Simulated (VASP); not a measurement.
Input of a VASP 6.6.1 run:

INCAR

```
SYSTEM = Si
PREC = Accurate
ENCUT = 520
EDIFF = 1E-7
ISMEAR = 0
SIGMA = 0.01
LREAL = .FALSE.
LASPH = .TRUE.
NELM = 80
ALGO = Normal
ISIF = 2
LWAVE = .FALSE.
LCHARG = .TRUE.
GGA = PE
LELF = .TRUE.
LVHAR = .TRUE.
NBANDS = 11
```

File KPOINTS:

```
regular mesh
0
G
  8 8 8
  0 0 0
```

POSCAR

```
Si
1.0
    0.0000000000      2.6967780000      2.6967780000
    2.6967780000      0.0000000000      2.6967780000
    2.6967780000      2.6967780000      0.0000000000
Si
2
Direct
    0.0000000000      0.0000000000      0.0000000000
    0.2500000000      0.2500000000      0.2500000000
```

Potentials or basis: VASP PAW PBE potentials, release 64 (Si).

The run is started by

```sh
$ cat potpaw_PBE.64/Si/POTCAR > POTCAR
$ mpirun -np 1 vasp_std > vasp.out
```

Predict the pressure.

4.0 GPa.

Predict the band gap on the k mesh.

0.58 eV, indirect (least direct gap 2.57 eV).

A k mesh can miss the band edges. PBE gaps usually lie below the measured ones, often by a third to a half.
